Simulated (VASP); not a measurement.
# Mg (P6_3/mmc) in VASP: notebook

Runs on Mg. Level: LDA. Tasks: single point.

Program: VASP 6.6.1. These are calculated values, not measurements. Logs are shortened: lines on timing, memory, paths and dates and some standing lists are left out, and cuts for length are marked.

## Step 1: The cell of the first run

Symmetry: P6_3/mmc, No. 194, hexagonal system. Conventional cell: a = 3.241 Å, b = 3.241 Å, c = 5.210 Å, α = 90.00°, β = 90.00°, γ = 120.00°. Mg (site symmetry -6m2) has 12 Mg at 3.21 to 3.24 Å within 4.2 Å.

## Step 2: Single point, LDA (equal xx and yy strain of +1 %)

File INCAR:

```
PREC = Accurate
ENCUT = 520
EDIFF = 1E-6
ISMEAR = -1
SIGMA = 0.05
LREAL = False
LASPH = True
NELM = 100
ALGO = Normal
ISIF = 2
LWAVE = False
LCHARG = True
LELF = True
LVHAR = True
NBANDS = 9
```

File KPOINTS:

```
regular mesh
0
Gamma
  12 12 7
```

File POSCAR:

```
Mg
1.0
    3.2413642478      0.0000000000      0.0000000000
   -1.6206821239      2.8071037816      0.0000000000
    0.0000000000      0.0000000000      5.2103300000
Mg
2
Direct
    0.3333333333      0.6666666667      0.2500000000
    0.6666666667      0.3333333333      0.7500000000
```

Potentials or basis: VASP PAW LDA potentials, release 64 (Mg).

Run with:

```console
$ cat potpaw_LDA.64/Mg/POTCAR > POTCAR
$ mpirun -np 1 vasp_std > vasp.out
```

OUTCAR:

```text
PREC = Accurate
   ENCUT = 520
   EDIFF = 1E-6
   ISMEAR = -1
   LREAL = False
   LASPH = True
   NELM = 100
   ISIF = 2

 ion  position               nearest neighbor table
   1  0.333  0.667  0.250-   2 3.21   2 3.21   2 3.21   2 3.21   2 3.21   2 3.21
   2  0.667  0.333  0.750-   1 3.21   1 3.21   1 3.21   1 3.21   1 3.21   1 3.21

  LATTYP: Found a hexagonal cell.
 ALAT       =     3.2413642478
 C/A-ratio  =     1.6074497038

  Lattice vectors:

 A1 = (   3.2413642478,   0.0000000000,   0.0000000000)
 A2 = (  -1.6206821239,   2.8071037816,   0.0000000000)
 A3 = (   0.0000000000,   0.0000000000,   5.2103300000)

Analysis of symmetry for initial positions (statically):
=====================================================================
 Subroutine PRICEL returns:
 Original cell was already a primitive cell.

 Routine SETGRP: Setting up the symmetry group for a
 hexagonal supercell.

 Subroutine GETGRP returns: Found 24 space group operations
 (whereof 12 operations were pure point group operations)
 out of a pool of 24 trial point group operations.

The static configuration has the point symmetry D_3d.
 The point group associated with its full space group is D_6h.

Analysis of symmetry for dynamics (positions and initial velocities):
=====================================================================
 Subroutine PRICEL returns:
 Original cell was already a primitive cell.

 Routine SETGRP: Setting up the symmetry group for a
 hexagonal supercell.

 Subroutine GETGRP returns: Found 24 space group operations
 (whereof 12 operations were pure point group operations)
 out of a pool of 24 trial point group operations.

The dynamic configuration has the point symmetry D_3d.
 The point group associated with its full space group is D_6h.

 Subroutine INISYM returns: Found 24 space group operations
 (whereof 12 operations are pure point group operations),
 and found     1 'primitive' translations

----------------------------------------------------------------------------------------

                                     Primitive cell

  volume of cell :      47.4080

  direct lattice vectors                    reciprocal lattice vectors
     3.241364248  0.000000000  0.000000000     0.308512072  0.178119528  0.000000000
    -1.620682124  2.807103782  0.000000000     0.000000000  0.356239056  0.000000000
     0.000000000  0.000000000  5.210330000     0.000000000  0.000000000  0.191926423

  length of vectors
     3.241364248  3.241364248  5.210330000     0.356239056  0.356239056  0.191926423

  position of ions in fractional coordinates (direct lattice)
     0.333333333  0.666666667  0.250000000
     0.666666667  0.333333333  0.750000000

  ion indices of the primitive-cell ions
   primitive index   ion index
                 1           1
                 2           2

----------------------------------------------------------------------------------------

 KPOINTS: regular mesh

Automatic generation of k-mesh.
 Grid dimensions read from file:
 generate k-points for:   12   12    7

 Generating k-lattice:

  Cartesian coordinates                     Fractional coordinates (reciprocal lattice)
     0.025709339  0.014843294  0.000000000     0.083333333 -0.000000000  0.000000000
     0.000000000  0.029686588  0.000000000     0.000000000  0.083333333  0.000000000
     0.000000000  0.000000000  0.027418060     0.000000000  0.000000000  0.142857143

  Length of vectors
     0.029686588  0.029686588  0.027418060

  Shift w.r.t. Gamma in fractional coordinates (k-lattice)
     0.000000000  0.000000000  0.000000000

 Subroutine IBZKPT returns following result:
 ===========================================

 Found     76 irreducible k-points:

 Following reciprocal coordinates:
            Coordinates               Weight
  0.000000  0.000000  0.000000      1.000000
  0.083333  0.000000  0.000000      6.000000
  0.166667  0.000000  0.000000      6.000000
  0.250000  0.000000  0.000000      6.000000
  0.333333  0.000000  0.000000      6.000000
  0.416667  0.000000  0.000000      6.000000
[... 16 lines left out ...]
  0.250000  0.000000  0.142857     12.000000
  0.333333  0.000000  0.142857     12.000000
 [... further k-points ...]
   k-points           NKPTS =     76   k-points in BZ     NKDIM =     76   number of bands    NBANDS=      9
   number of dos      NEDOS =    301   number of ions     NIONS =      2
   total plane-waves  NPLWV =  23040
   dimension x,y,z NGX =    24 NGY =   24 NGZ =   40
   dimension x,y,z NGXF=    48 NGYF=   48 NGZF=   80
   ions per type =               2
   NGX,Y,Z   is equivalent  to a cutoff of  12.31, 12.31, 12.76 a.u.
   NGXF,Y,Z  is equivalent  to a cutoff of  24.62, 24.62, 25.53 a.u.
 SYSTEM =  unknown system
   PREC   = accura    normal or accurate (medium, high low for compatibility)
   ISTART =      0    job   : 0-new  1-cont  2-samecut
   ICHARG =      2    charge: 1-file 2-atom 10-const
   ISPIN  =      1    spin polarized calculation?
   LNONCOLLINEAR =      F non collinear calculations
   LSORBIT =      F    spin-orbit coupling
   LASPH  =      T    aspherical Exc in radial PAW
   ENCUT  =  520.0 eV  38.22 Ry    6.18 a.u.   6.03  6.03  9.69*2*pi/ulx,y,z
   NELM   =    100;   NELMIN=  2; NELMDL= -5     # of ELM steps
   EDIFF  = 0.1E-05   stopping-criterion for ELM
   LREAL  =      F    real-space projection
   EDIFFG = 0.1E-04   stopping-criterion for IOM
   NSW    =      0    number of steps for IOM
   IBRION =     -1    ionic relax: 0-MD 1-quasi-New 2-CG
   NFREE  =      0    steps in history (QN), initial steepest desc. (CG)
   ISIF   =      2    stress and relaxation
   ISYM   =      2    0-nonsym 1-usesym 2-fastsym
   POTIM  = 0.5000    time-step for ionic-motion
   TEBEG  =    0.0;   TEEND  =   0.0 temperature during run
   PSTRESS=    0.0 pullay stress
   NELECT =       4.0000    total number of electrons
   NUPDOWN=      -1.0000    fix difference up-down
   EMIN   =  10.00;   EMAX   =-10.00  energy-range for DOS
   EFERMI =   0.00;   METHOD = LEGACY
   ISMEAR =    -1;   SIGMA  =   0.05  broadening in eV -4-tet -1-fermi 0-gaus
   EFERMI_NEDOS =   21; number of points for ismear=-14 and -15
   IALGO  =     38    algorithm
   IMIX   =      4    mixing-type and parameters
     AMIX     =   0.40;   BMIX     =  1.00
     AMIX_MAG =   1.60;   BMIX_MAG =  1.00
  volume/ion in A,a.u.               =      23.70       159.96
  Fermi-wavevector in a.u.,A,eV,Ry     =   0.718033  1.356885  7.014772  0.515571
  Thomas-Fermi vector in A             =   1.806866
   LORBIT       =      0    0 simple, 1 ext, 2 COOP (PROOUT), +10 PAW based schemes
   GGA     = CA    functional components
   LHFCALC =     F    Hartree Fock is set to
   AEXX    =    0.0000 exact exchange contribution
   IVDW    =     0    specifies the selected vdW correction
   LEPSILON=     F    determine dielectric tensor
   LRPA    =     F    only Hartree local field effects (RPA)
 non-spin polarized calculation
  energy-cutoff  :      520.00
  volume of cell :       47.41
 maximum number of plane-waves:      1302
   NGX = 13   NGY = 13   NGZ = 19

 number of electron       4.0000000 magnetization

 Free energy of the ion-electron system (eV)
  ---------------------------------------------------
  ext. energy  EPLUGINS =         0.00000000
  ---------------------------------------------------
  free energy    TOTEN  =        -3.57317678 eV

  energy without entropy =       -3.56575966  energy(sigma->0) =       -3.56946822

 E-fermi :   2.2503     XC(G=0):  -8.5770

 val. band max:        2.2157076941   @ k =   0.1667   0.1667   0.0000
 cond. band min:       2.2535990532   @ k =   0.2500   0.0000   0.0000
 fundamental gap:      0.0378913592
 Fermi energy:         2.2502817090

 k-point     1 :       0.0000    0.0000    0.0000
  band No.  band energies     occupation
      1      -4.4769      2.00000
      2       0.7591      2.00000
      3       1.1187      2.00000
      4      12.8671      0.00000
      5      12.8671      0.00000
      6      12.9180      0.00000
      7      12.9180      0.00000
      8      13.9970      0.00000
      9      15.2756      0.00000

 k-point     2 :       0.0833    0.0000    0.0000
  band No.  band energies     occupation
      1      -4.3442      2.00000
      2       0.8803      2.00000
      3       1.2484      2.00000
      4      10.6586      0.00000
      5      11.6566      0.00000
      6      12.5374      0.00000
      7      14.3344      0.00000
      8      14.8571      0.00000
      9      15.2894      0.00000

 k-point     3 :       0.1667    0.0000    0.0000
  band No.  band energies     occupation
      1      -3.9472      2.00000
      2       1.2443      2.00000
      3       1.6333      1.99999
      4       8.2066      0.00000
      5      10.6464      0.00000
      6      11.4057      0.00000
      7      12.9174      0.00000
      8      13.6345      0.00000
      9      15.2734      0.00000

 k-point     4 :       0.2500    0.0000    0.0000
  band No.  band energies     occupation
      1      -3.2892      2.00000
      2       1.8513      1.99932
      3       2.2536      0.96684
      4       5.9324      0.00000
      5       9.8628      0.00000
      6      10.1825      0.00000
      7      10.6470      0.00000
      8      12.0081      0.00000
      9      14.4182      0.00000
[... 205 lines left out ...]
 k-point    22 :       0.1667    0.0000    0.1429
  band No.  band energies     occupation
      1      -3.8346      2.00000
      2       0.0246      2.00000
      3       3.0457      0.00000
      4       8.3055      0.00000
      5      10.7414      0.00000
      6      11.2609      0.00000
      7      12.1798      0.00000
      8      13.9229      0.00000
      9      14.0763      0.00000

 k-point    23 :       0.2500    0.0000    0.1429
  band No.  band energies     occupation
      1      -3.1772      2.00000
      2       0.6528      2.00000
      3       3.6298      0.00000
      4       6.0482      0.00000
      5       9.4027      0.00000
      6       9.9581      0.00000
      7      10.9181      0.00000
      8      12.6882      0.00000
      9      13.3142      0.00000

 k-point    24 :       0.3333    0.0000    0.1429
  band No.  band energies     occupation
      1      -2.2644      2.00000
      2       1.5132      2.00000
      3       3.7172      0.00000
      4       4.7378      0.00000
      5       7.4568      0.00000
      6       9.3999      0.00000
      7       9.7905      0.00000
      8      11.2520      0.00000
      9      12.7502      0.00000

 [... further k-points ...]

------------------------ aborting loop because EDIFF is reached ----------------------------------------

  FORCE on cell =-STRESS in cart. coord.  units (eV):
  Direction    XX          YY          ZZ          XY          YZ          ZX
  --------------------------------------------------------------------------------------
  -------------------------------------------------------------------------------------
  Total       -0.9608184     -0.9608184     -1.0783197      0.0000000      0.0000000     -0.0000000
  in kB      -32.4713519    -32.4713520    -36.4423667      0.0000000      0.0000000     -0.0000000
  external PRESSURE =     -33.7950235 kB  Pullay stress =       0.0000000 kB

 VOLUME and BASIS-vectors are now :
 -----------------------------------------------------------------------------
  energy-cutoff  :      520.00
  volume of cell :       47.41
      direct lattice vectors                 reciprocal lattice vectors
     3.241364248  0.000000000  0.000000000     0.308512072  0.178119528  0.000000000
    -1.620682124  2.807103782  0.000000000     0.000000000  0.356239056  0.000000000
     0.000000000  0.000000000  5.210330000     0.000000000  0.000000000  0.191926423

 POSITION                                       TOTAL-FORCE (eV/Angst)
 -----------------------------------------------------------------------------------
     -0.00000      1.87140      1.30258         0.000000      0.000000      0.000000
      1.62068      0.93570      3.90775        -0.000000     -0.000000      0.000000
 -----------------------------------------------------------------------------------
    total drift:                                0.000000     -0.000000      0.000000

  FREE ENERGIE OF THE ION-ELECTRON SYSTEM (eV)
  ---------------------------------------------------
  free  energy   TOTEN  =        -3.5731767786 eV

  energy  without entropy=       -3.5657596565  energy(sigma->0) =       -3.56946822
```

Run time: 6.4 s. Hardware: 1 thread of Intel Xeon 6975P-C (Granite Rapids), shared host; peak memory 0.16 GiB.

What came out:

```yaml
Free_energy: -3.5732 eV
Pressure: -3.4 GPa
Band_gap_on_the_k_mesh: zero (band 2 reaches 3.28 eV, above the bottom of band 3 at 1.12 eV)
```

Stress tensor (GPa, compression positive):
```
-3.25  0.00  0.00
 0.00 -3.25  0.00
 0.00  0.00 -3.64
```

Caveat: the cell differs from its parent crystal (equal xx and yy strain of +1 %).

(Continued in part 2 of 2.)
